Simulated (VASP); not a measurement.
# Mg7CuO8 (a cell with a defect) in VASP: notebook

Runs on Mg7CuO8 (a cell with a defect). Level: PBE. Tasks: single point.

Everything below comes from runs of VASP 6.6.1. Logs are shortened: lines on timing, memory, paths and dates and some standing lists are left out, and cuts for length are marked.

## 1. The cell of the first run

The cell holds a defect, 16 atoms: a = 6.159 Å, b = 6.159 Å, c = 6.159 Å, α = 60.00°, β = 60.00°, γ = 60.00°.

## 2. Single point, PBE

File INCAR:

```
SYSTEM = Mg7CuO8
  PREC = Accurate
  ENCUT = 520
  EDIFF = 1E-6
  ISMEAR = -1
  SIGMA = 0.01
  LREAL = Auto
  LASPH = .TRUE.
  NELM = 60
  ALGO = Normal
  ISIF = 2
  LWAVE = .FALSE.
  LCHARG = .FALSE.
  GGA = PE
  NBANDS = 50
```

File KPOINTS:

```
regular mesh
0
G
  2 2 2
  0 0 0
```

File POSCAR:

```
Mg7CuO8
1.0
    0.0000000000      4.3554000000      4.3554000000
    4.3554000000      0.0000000000      4.3554000000
    4.3554000000      4.3554000000      0.0000000000
Mg Cu O
7 1 8
Direct
    0.0000000000      0.0000000000      0.0000000000
    0.0000000000      0.0000000000      0.5000000000
    0.0000000000      0.5000000000      0.0000000000
    0.0000000000      0.5000000000      0.5000000000
    0.5000000000      0.0000000000      0.5000000000
    0.5000000000      0.5000000000      0.0000000000
    0.5000000000      0.5000000000      0.5000000000
    0.5000000000      0.0000000000      0.0000000000
    0.2500000000      0.2500000000      0.2500000000
    0.2500000000      0.2500000000      0.7500000000
    0.2500000000      0.7500000000      0.2500000000
    0.2500000000      0.7500000000      0.7500000000
    0.7500000000      0.2500000000      0.2500000000
    0.7500000000      0.2500000000      0.7500000000
    0.7500000000      0.7500000000      0.2500000000
    0.7500000000      0.7500000000      0.7500000000
```

Potentials or basis: VASP PAW PBE potentials, release 64 (Mg, Cu, O).

Launch:

```console
$ cat potpaw_PBE.64/Mg/POTCAR potpaw_PBE.64/Cu/POTCAR potpaw_PBE.64/O/POTCAR > POTCAR
$ mpirun -np 1 vasp_std > vasp.out
```

OUTCAR:

```text
SYSTEM = Mg7CuO8
   PREC = Accurate
   ENCUT = 520
   EDIFF = 1E-6
   ISMEAR = -1
   LREAL = Auto
   LASPH = .TRUE.
   NELM = 60
   ISIF = 2
   GGA = PE

 ion  position               nearest neighbor table
   1  0.000  0.000  0.000-  10 2.18  11 2.18  12 2.18  13 2.18  14 2.18  15 2.18   2 3.08   3 3.08
                             8 3.08   2 3.08   4 3.08   5 3.08   3 3.08   4 3.08   6 3.08   5 3.08
   2  0.000  0.000  0.500-   9 2.18  11 2.18  12 2.18  13 2.18  14 2.18  16 2.18   1 3.08   4 3.08
                             5 3.08   1 3.08   3 3.08   8 3.08   3 3.08   4 3.08   7 3.08   5 3.08
   3  0.000  0.500  0.000-   9 2.18  10 2.18  12 2.18  13 2.18  15 2.18  16 2.18   1 3.08   4 3.08
                             6 3.08   2 3.08   4 3.08   7 3.08   1 3.08   2 3.08   8 3.08   6 3.08
   4  0.000  0.500  0.500-   9 2.18  10 2.18  11 2.18  14 2.18  15 2.18  16 2.18   2 3.08   3 3.08
                             7 3.08   1 3.08   3 3.08   6 3.08   1 3.08   2 3.08   5 3.08   5 3.08
   5  0.500  0.000  0.500-   9 2.18  10 2.18  12 2.18  13 2.18  15 2.18  16 2.18   2 3.08   7 3.08
                             8 3.08   1 3.08   6 3.08   8 3.08   4 3.08   6 3.08   7 3.08   1 3.08
   6  0.500  0.500  0.000-   9 2.18  11 2.18  12 2.18  13 2.18  14 2.18  16 2.18   3 3.08   7 3.08
                             8 3.08   4 3.08   5 3.08   7 3.08   1 3.08   5 3.08   8 3.08   1 3.08
   7  0.500  0.500  0.500-  10 2.18  11 2.18  12 2.18  13 2.18  14 2.18  15 2.18   4 3.08   5 3.08
                             6 3.08   3 3.08   6 3.08   8 3.08   2 3.08   5 3.08   8 3.08   2 3.08
   8  0.500  0.000  0.000-   9 2.18  10 2.18  11 2.18  14 2.18  15 2.18  16 2.18   1 3.08   5 3.08
                             6 3.08   2 3.08   5 3.08   7 3.08   3 3.08   6 3.08   7 3.08   1 3.08
   9  0.250  0.250  0.250-   2 2.18   3 2.18   4 2.18   5 2.18   6 2.18   8 2.18
  10  0.250  0.250  0.750-   1 2.18   3 2.18   4 2.18   5 2.18   7 2.18   8 2.18
  11  0.250  0.750  0.250-   1 2.18   2 2.18   4 2.18   6 2.18   7 2.18   8 2.18
  12  0.250  0.750  0.750-   1 2.18   2 2.18   3 2.18   5 2.18   6 2.18   7 2.18
  13  0.750  0.250  0.250-   1 2.18   2 2.18   3 2.18   5 2.18   6 2.18   7 2.18
  14  0.750  0.250  0.750-   1 2.18   2 2.18   4 2.18   6 2.18   7 2.18   8 2.18
  15  0.750  0.750  0.250-   1 2.18   3 2.18   4 2.18   5 2.18   7 2.18   8 2.18
  16  0.750  0.750  0.750-   2 2.18   3 2.18   4 2.18   5 2.18   6 2.18   8 2.18

  LATTYP: Found a face centered cubic cell.
 ALAT       =     8.7108000000

  Lattice vectors:

 A1 = (   0.0000000000,   4.3554000000,   4.3554000000)
 A2 = (   4.3554000000,   0.0000000000,   4.3554000000)
 A3 = (   4.3554000000,   4.3554000000,   0.0000000000)

Analysis of symmetry for initial positions (statically):
[... 6 lines left out ...]

 Subroutine GETGRP returns: Found 48 space group operations
 (whereof  8 operations were pure point group operations)
 out of a pool of 48 trial point group operations.

The static configuration has the point symmetry D_2h.
 The point group associated with its full space group is O_h .

Analysis of symmetry for dynamics (positions and initial velocities):
[... 6 lines left out ...]

 Subroutine GETGRP returns: Found 48 space group operations
 (whereof  8 operations were pure point group operations)
 out of a pool of 48 trial point group operations.

The dynamic configuration has the point symmetry D_2h.
 The point group associated with its full space group is O_h .

 Subroutine INISYM returns: Found 48 space group operations
 (whereof  8 operations are pure point group operations),
 and found     1 'primitive' translations

----------------------------------------------------------------------------------------

                                     Primitive cell

  volume of cell :     165.2396

  direct lattice vectors                    reciprocal lattice vectors
     0.000000000  4.355400000  4.355400000    -0.114800018  0.114800018  0.114800018
     4.355400000  0.000000000  4.355400000     0.114800018 -0.114800018  0.114800018
     4.355400000  4.355400000  0.000000000     0.114800018  0.114800018 -0.114800018

  length of vectors
     6.159465750  6.159465750  6.159465750     0.198839465  0.198839465  0.198839465

  position of ions in fractional coordinates (direct lattice)
     0.000000000  0.000000000  0.000000000
     0.000000000  0.000000000  0.500000000
     0.000000000  0.500000000  0.000000000
     0.000000000  0.500000000  0.500000000
     0.500000000  0.000000000  0.500000000
     0.500000000  0.500000000  0.000000000
[... 8 lines left out ...]
     0.750000000  0.750000000  0.250000000
     0.750000000  0.750000000  0.750000000

  ion indices of the primitive-cell ions
   primitive index   ion index
                 1           1
                 2           2
                 3           3
                 4           4
                 5           5
                 6           6
[... 8 lines left out ...]
                15          15
                16          16

----------------------------------------------------------------------------------------

 KPOINTS: regular mesh

Automatic generation of k-mesh.
 Grid dimensions read from file:
 generate k-points for:    2    2    2

 Generating k-lattice:

  Cartesian coordinates                     Fractional coordinates (reciprocal lattice)
    -0.057400009  0.057400009  0.057400009     0.500000000  0.000000000  0.000000000
     0.057400009 -0.057400009  0.057400009     0.000000000  0.500000000  0.000000000
     0.057400009  0.057400009 -0.057400009     0.000000000  0.000000000  0.500000000

  Length of vectors
     0.099419732  0.099419732  0.099419732

  Shift w.r.t. Gamma in fractional coordinates (k-lattice)
     0.000000000  0.000000000  0.000000000

 Subroutine IBZKPT returns following result:
 ===========================================

 Found      3 irreducible k-points:

 Following reciprocal coordinates:
            Coordinates               Weight
  0.000000  0.000000  0.000000      1.000000
  0.500000  0.000000  0.000000      4.000000
  0.500000  0.500000  0.000000      3.000000
   k-points           NKPTS =      3   k-points in BZ     NKDIM =      3   number of bands    NBANDS=     50
   number of dos      NEDOS =    301   number of ions     NIONS =     16
   total plane-waves  NPLWV = 110592
   dimension x,y,z NGX =    48 NGY =   48 NGZ =   48
   dimension x,y,z NGXF=    96 NGYF=   96 NGZF=   96
   ions per type =               7   1   8
   NGX,Y,Z   is equivalent  to a cutoff of  12.96, 12.96, 12.96 a.u.
   NGXF,Y,Z  is equivalent  to a cutoff of  25.91, 25.91, 25.91 a.u.
 SYSTEM =  Mg7CuO8
   PREC   = accura    normal or accurate (medium, high low for compatibility)
   ISTART =      0    job   : 0-new  1-cont  2-samecut
   ICHARG =      2    charge: 1-file 2-atom 10-const
   ISPIN  =      1    spin polarized calculation?
   LNONCOLLINEAR =      F non collinear calculations
   LSORBIT =      F    spin-orbit coupling
   LASPH  =      T    aspherical Exc in radial PAW
   ENCUT  =  520.0 eV  38.22 Ry    6.18 a.u.  11.45 11.45 11.45*2*pi/ulx,y,z
   NELM   =     60;   NELMIN=  2; NELMDL= -5     # of ELM steps
   EDIFF  = 0.1E-05   stopping-criterion for ELM
   LREAL  =      T    real-space projection
   EDIFFG = 0.1E-04   stopping-criterion for IOM
   NSW    =      0    number of steps for IOM
   IBRION =     -1    ionic relax: 0-MD 1-quasi-New 2-CG
   NFREE  =      0    steps in history (QN), initial steepest desc. (CG)
   ISIF   =      2    stress and relaxation
   ISYM   =      2    0-nonsym 1-usesym 2-fastsym
   POTIM  = 0.5000    time-step for ionic-motion
   TEBEG  =    0.0;   TEEND  =   0.0 temperature during run
   PSTRESS=    0.0 pullay stress
   NELECT =      73.0000    total number of electrons
   NUPDOWN=      -1.0000    fix difference up-down
   EMIN   =  10.00;   EMAX   =-10.00  energy-range for DOS
   EFERMI =   0.00;   METHOD = LEGACY
   ISMEAR =    -1;   SIGMA  =   0.01  broadening in eV -4-tet -1-fermi 0-gaus
   EFERMI_NEDOS =   21; number of points for ismear=-14 and -15
   IALGO  =     38    algorithm
   IMIX   =      4    mixing-type and parameters
     AMIX     =   0.40;   BMIX     =  1.00
     AMIX_MAG =   1.60;   BMIX_MAG =  1.00
  volume/ion in A,a.u.               =      10.33        69.69
  Fermi-wavevector in a.u.,A,eV,Ry     =   1.246841  2.356188 21.151787  1.554612
  Thomas-Fermi vector in A             =   2.381000
   LORBIT       =      0    0 simple, 1 ext, 2 COOP (PROOUT), +10 PAW based schemes
   GGA     = PE    functional components
   LHFCALC =     F    Hartree Fock is set to
   AEXX    =    0.0000 exact exchange contribution
   IVDW    =     0    specifies the selected vdW correction
   LEPSILON=     F    determine dielectric tensor
   LRPA    =     F    only Hartree local field effects (RPA)
 non-spin polarized calculation
  energy-cutoff  :      520.00
  volume of cell :      165.24
 maximum number of plane-waves:      4477
 NGX is ok and might be reduce to    48
   NGX = 23   NGY = 23   NGZ = 23

 number of electron      72.9999961 magnetization

 Free energy of the ion-electron system (eV)
  ---------------------------------------------------
  ext. energy  EPLUGINS =         0.00000000
  ---------------------------------------------------
  free energy    TOTEN  =       -92.05616802 eV

  energy without entropy =      -92.04991362  energy(sigma->0) =      -92.05304082

 E-fermi :   4.0621     XC(G=0): -10.7744

 val. band max:        3.8700090586   @ k =   0.5000   0.0000   0.0000
 cond. band min:       4.0756199075   @ k =   0.0000   0.0000   0.0000
 fundamental gap:      0.2056108489
 Fermi energy:         4.0620623114

 k-point     1 :       0.0000    0.0000    0.0000
  band No.  band energies     occupation
      1     -14.2220      2.00000
      2     -13.1959      2.00000
      3     -13.1959      2.00000
      4     -13.1959      2.00000
      5     -13.0828      2.00000
      6     -12.9922      2.00000
[... 40 lines left out ...]
     47      12.0568      0.00000
     48      12.0568      0.00000

 k-point     2 :       0.5000    0.0000    0.0000
  band No.  band energies     occupation
      1     -13.7385      2.00000
      2     -13.7331      2.00000
      3     -13.1113      2.00000
      4     -13.1113      2.00000
      5     -13.0896      2.00000
      6     -13.0896      2.00000
[... 40 lines left out ...]
     47      13.3057      0.00000
     48      13.3058      0.00000

 k-point     3 :       0.5000    0.5000    0.0000
  band No.  band energies     occupation
      1     -13.6345      2.00000
      2     -13.5659      2.00000
      3     -13.2653      2.00000
      4     -13.2472      2.00000
      5     -13.2472      2.00000
      6     -13.1351      2.00000
[... 40 lines left out ...]
     47      13.5567      0.00000
     48      13.6155      0.00000
 [bands above 48 left out]

------------------------ aborting loop because EDIFF is reached ----------------------------------------

  FORCE on cell =-STRESS in cart. coord.  units (eV):
  Direction    XX          YY          ZZ          XY          YZ          ZX
  --------------------------------------------------------------------------------------
  -------------------------------------------------------------------------------------
  Total       -9.7829498     -9.7829498     -9.7829498      0.0000000     -0.0000000      0.0000000
  in kB      -94.8563197    -94.8563197    -94.8563197      0.0000000     -0.0000000      0.0000000
  external PRESSURE =     -94.8563197 kB  Pullay stress =       0.0000000 kB

 VOLUME and BASIS-vectors are now :
 -----------------------------------------------------------------------------
  energy-cutoff  :      520.00
  volume of cell :      165.24
      direct lattice vectors                 reciprocal lattice vectors
     0.000000000  4.355400000  4.355400000    -0.114800018  0.114800018  0.114800018
     4.355400000  0.000000000  4.355400000     0.114800018 -0.114800018  0.114800018
     4.355400000  4.355400000  0.000000000     0.114800018  0.114800018 -0.114800018

 POSITION                                       TOTAL-FORCE (eV/Angst)
 -----------------------------------------------------------------------------------
      0.00000      0.00000      0.00000        -0.000000     -0.000000      0.000000
      2.17770      2.17770      0.00000        -0.000000      0.000000     -0.000000
      2.17770      0.00000      2.17770        -0.000000      0.000000      0.000000
      4.35540      2.17770      2.17770        -0.000000      0.000000      0.000000
      2.17770      4.35540      2.17770        -0.000000      0.000000     -0.000000
      2.17770      2.17770      4.35540        -0.000000      0.000000      0.000000
[... 8 lines left out ...]
      4.35540      4.35540      6.53310        -0.000000      0.425015      0.000000
      6.53310      6.53310      6.53310        -0.425015      0.000000      0.000000
 -----------------------------------------------------------------------------------
    total drift:                                0.000000      0.000000      0.000000

  FREE ENERGIE OF THE ION-ELECTRON SYSTEM (eV)
  ---------------------------------------------------
  free  energy   TOTEN  =       -92.0561680182 eV

  energy  without entropy=      -92.0499136165  energy(sigma->0) =      -92.05304082
```

It took 47 s on 1 thread of Intel Xeon 6975P-C (Granite Rapids), shared host; peak memory 0.31 GiB.

What came out:

| Quantity | Value |
| --- | --- |
| Free energy | -92.0562 eV |
| Pressure | -9.5 GPa |
| Largest force | 0.425 eV/Å |

Forces on the atoms (eV/Å):
```
Mg   0.000  0.000  0.000
Mg   0.000  0.000  0.000
Mg   0.000  0.000  0.000
Mg   0.000  0.000  0.000
Mg   0.000  0.000  0.000
Mg   0.000  0.000  0.000
Mg   0.000  0.000  0.000
Cu   0.000  0.000  0.000
O    0.425  0.000  0.000
O    0.000 -0.425  0.000
O    0.000  0.000 -0.425
O    0.000  0.000  0.000
O    0.000  0.000  0.000
O    0.000  0.000  0.425
O    0.000  0.425  0.000
O   -0.425  0.000  0.000
```

Caveat: the k points lie up to 0.62 Å⁻¹ apart; an odd number of electrons without spin polarisation forces a metal; a magnetic or distorted state may lie lower; semilocal functionals often make such compounds metallic where correlation or magnetic order opens a gap, which also shifts bond lengths. With open d or f shells a metallic result of PBE can be an artefact of self-interaction; +U or a hybrid may open a gap.

## 3. Single point, PBE, collinear spin, ferromagnetic start

File INCAR:

```
PREC = Accurate ; ENCUT = 520
EDIFF = 1E-6 ; ISMEAR = -1
SIGMA = 0.01 ; LREAL = Auto
LASPH = T ; NELM = 150
ALGO = Normal ; ISIF = 2
LWAVE = F ; LCHARG = T
ISPIN = 2 ; MAGMOM = 0 0 0 0 0 0 0 1 0 0 0 0 0 0 0 0
LORBIT = 11 ; LMAXMIX = 4
GGA = PE ; LELF = T
LVHAR = T ; NBANDS = 54
```

File KPOINTS:

```
Automatic mesh
0
Gamma
  2 2 2
```

POSCAR is that of step 2.

Potentials or basis: VASP PAW PBE potentials, release 64 (Mg, Cu, O).

Launch:

```console
$ cat potpaw_PBE.64/Mg/POTCAR potpaw_PBE.64/Cu/POTCAR potpaw_PBE.64/O/POTCAR > POTCAR
$ mpirun -np 1 vasp_std > vasp.out
```

OUTCAR:

```text
PREC = Accurate
   ENCUT = 520
   EDIFF = 1E-6
   ISMEAR = -1
   LREAL = Auto
   LASPH = T
   NELM = 150
   ISIF = 2
   ISPIN = 2
   LORBIT = 11
   GGA = PE

 ion  position               nearest neighbor table
   1  0.000  0.000  0.000-  10 2.18  11 2.18  12 2.18  13 2.18  14 2.18  15 2.18   2 3.08   3 3.08
                             8 3.08   2 3.08   4 3.08   5 3.08   3 3.08   4 3.08   6 3.08   5 3.08
   2  0.000  0.000  0.500-   9 2.18  11 2.18  12 2.18  13 2.18  14 2.18  16 2.18   1 3.08   4 3.08
                             5 3.08   1 3.08   3 3.08   8 3.08   3 3.08   4 3.08   7 3.08   5 3.08
   3  0.000  0.500  0.000-   9 2.18  10 2.18  12 2.18  13 2.18  15 2.18  16 2.18   1 3.08   4 3.08
                             6 3.08   2 3.08   4 3.08   7 3.08   1 3.08   2 3.08   8 3.08   6 3.08
[... 570 lines left out ...]
      2.17770      2.17770      4.35540         0.000000      0.000000      0.000000
[... 8 lines left out ...]
      4.35540      4.35540      6.53310         0.000000      0.413754      0.000000
      6.53310      6.53310      6.53310        -0.413754      0.000000      0.000000
 -----------------------------------------------------------------------------------
    total drift:                                0.000000      0.000000      0.000000

  FREE ENERGIE OF THE ION-ELECTRON SYSTEM (eV)
  ---------------------------------------------------
  free  energy   TOTEN  =       -92.1650758293 eV

  energy  without entropy=      -92.1584601987  energy(sigma->0) =      -92.16176801

 total charge

# of ion       s       p       d       tot
------------------------------------------
    1        0.134   0.148   0.062   0.344
    2        0.134   0.148   0.062   0.344
    3        0.134   0.148   0.062   0.344
    4        0.141   0.150   0.059   0.350
    5        0.134   0.148   0.062   0.344
    6        0.134   0.148   0.062   0.344
[... 8 lines left out ...]
   15        1.546   3.478   0.000   5.023
   16        1.546   3.478   0.000   5.023
--------------------------------------------------
tot         13.593  29.225   9.539  52.357

 magnetization (x)

# of ion       s       p       d       tot
------------------------------------------
    1       -0.000  -0.000  -0.000  -0.001
    2       -0.000  -0.000  -0.000  -0.001
    3       -0.000  -0.000  -0.000  -0.001
    4       -0.002   0.002   0.004   0.004
    5       -0.000  -0.000  -0.000  -0.001
    6       -0.000  -0.000  -0.000  -0.001
[... 8 lines left out ...]
   15        0.002   0.061   0.000   0.062
   16        0.002   0.061   0.000   0.062
--------------------------------------------------
tot          0.004   0.359   0.597   0.959
```

stdout:

```text
POSCAR found type information on POSCAR MgCuO
 POSCAR found :  3 types and      16 ions
 scaLAPACK will be used
 LDA part: xc-table for (Slater+PW92), standard interpolation
 POSCAR, INCAR and KPOINTS ok, starting setup
 FFT: planning ... GRIDC
 FFT: planning ... GRID_SOFT
 FFT: planning ... GRID
 WAVECAR not read
 entering main loop
```

Run time: 1.7 min. Hardware: 1 thread of Intel Xeon 6975P-C (Granite Rapids), shared host; peak memory 0.4 GiB.

Results:

```
Free energy                                           : -92.1651 eV
Pressure                                              : -9.5 GPa
Largest force                                         : 0.414 eV/Å
Band gap on the k mesh                                : zero (filled and empty bands overlap)
Net moment                                            : 1.00 μB per cell
Site moments                                          : Mg -0.00, +0.00; Cu +0.59; O +0.06, -0.00 μB
Valence electrons inside the program's atomic spheres : Mg 0.34, 0.35; Cu 9.71; O 5.02, 5.05
```

Forces on the atoms (eV/Å):
```
Mg   0.000  0.000  0.000
Mg   0.000  0.000  0.000
Mg   0.000  0.000  0.000
Mg   0.000  0.000  0.000
Mg   0.000  0.000  0.000
Mg   0.000  0.000  0.000
Mg   0.000  0.000  0.000
Cu   0.000  0.000  0.000
O    0.414  0.000  0.000
O    0.000 -0.414  0.000
O    0.000  0.000 -0.414
O    0.000  0.000  0.000
O    0.000  0.000  0.000
O    0.000  0.000  0.414
O    0.000  0.414  0.000
O   -0.414  0.000  0.000
```

Caveat: the k points lie up to 0.62 Å⁻¹ apart; semilocal functionals often make such compounds metallic where correlation or magnetic order opens a gap, which also shifts bond lengths. With open d or f shells a metallic result of PBE can be an artefact of self-interaction; +U or a hybrid may open a gap.

(Continued in part 2 of 2.)
